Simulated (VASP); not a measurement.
Wanted: the native input for a VASP 6.6.1 run.

- Task: relaxation of cell and atoms
- Functional: PBEsol
- Potentials or basis: VASP PAW PBE potentials, release 64 (Mg, F)
- Cutoff: 600 eV
- k mesh: 6 × 6 × 8
- Occupations: gaussian, width 0.02 eV
- Spin: no spin polarisation
- Dipole correction: no
- Further INCAR settings: ALGO = Normal; EDIFF = 1e-07; IBRION = 2; EDIFFG = -0.005; NSW = 100; ISIF = 3

The structure of MgF2 lies in POSCAR:

```
MgF2
1.0
    4.6045445000      0.0000000000      0.0000000000
    0.0000000000      4.6045445000      0.0000000000
    0.0000000000      0.0000000000      3.0791770000
Mg F
2 4
Direct
    0.0000000000      0.0000000000      0.0000000000
    0.5000000000      0.5000000000      0.5000000000
    0.3060000000      0.3060000000      0.0000000000
    0.1940000000      0.8060000000      0.5000000000
    0.6940000000      0.6940000000      0.0000000000
    0.8060000000      0.1940000000      0.5000000000
```

The input as run:

INCAR

```
SYSTEM = MgF2
  PREC = Accurate
  ENCUT = 600
  EDIFF = 1E-7
  ISMEAR = 0
  SIGMA = 0.02
  LREAL = .False.
  LASPH = .True.
  NELM = 120
  ALGO = Normal
  ISIF = 3
  LWAVE = .False.
  LCHARG = .False.
  GGA = PS
  IBRION = 2
  NSW = 100
  EDIFFG = -0.005
  GGA_COMPAT = .False.
  NELMIN = 4
```

KPOINTS

```
regular mesh
0
Gamma
  6 6 8
  0 0 0
```

Potentials or basis: VASP PAW PBE potentials, release 64 (Mg, F).

The run is started by

```console
$ cat potpaw_PBE.64/Mg/POTCAR potpaw_PBE.64/F/POTCAR > POTCAR
$ mpirun -np 1 vasp_std > vasp.out
```

Results of the run:

| Item | Value |
| --- | --- |
| Relaxed volume | 10.87 Å³/atom |
| Relaxed cell | a = 4.622 Å, b = 4.622 Å, c = 3.054 Å, α = 90.00°, β = 90.00°, γ = 90.00° |
| Space group after relaxing (to 0.1 Å) | P4_2/mnm (No. 136) |
| Energy gained by relaxing | 1.4 meV/atom |
| Ionic steps | 7 |
| Pressure after relaxing | 0.0 GPa |
| Band gap on the k mesh | 6.93 eV |

Caveat: the PAW data sets were made with another functional, which shifts forces and pressure a little.

Run time: 2.2 min on 1 thread of Intel(R) Xeon(R) 6975P-C (Granite Rapids), on a shared host, peak memory 0.24 GiB.
